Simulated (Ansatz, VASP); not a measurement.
## Two plane-wave programs on GaN

```
Ga N
1.0
     3.18315    0.00000    0.00000
    -1.59157    2.75669    0.00000
     0.00000    0.00000    5.18363
Ga N
2 2
Direct
  0.33333 0.66667 0.99911
  0.66667 0.33333 0.49911
  0.33333 0.66667 0.37589
  0.66667 0.33333 0.87589
```

Alike in both runs: task single point; functional r2SCAN; k mesh 9 × 9 × 4; no spin polarisation.

```csv
,VASP,Ansatz
version,VASP 6.6.1,Ansatz 0.2.0
potentials or method,"VASP PAW PBE potentials, release 64 (Ga_d, N_h)","plane waves, PAW"
plane-wave cutoff (eV),910,500
occupations,"gaussian, width 0.01 eV",fixed
valence electrons in the cell,36,36
```

Ansatz gave:

- gap on the k mesh at the Fermi level (eV): 2.35

Q: Which values does VASP return?

A: gap on the k mesh at the Fermi level (eV): 2.34.

VASP's potentials were made for PBE, not for r2SCAN.

Noted on VASP's run: the cutoff is under 1.25 times that of the potentials, so the pressure is a little rough.
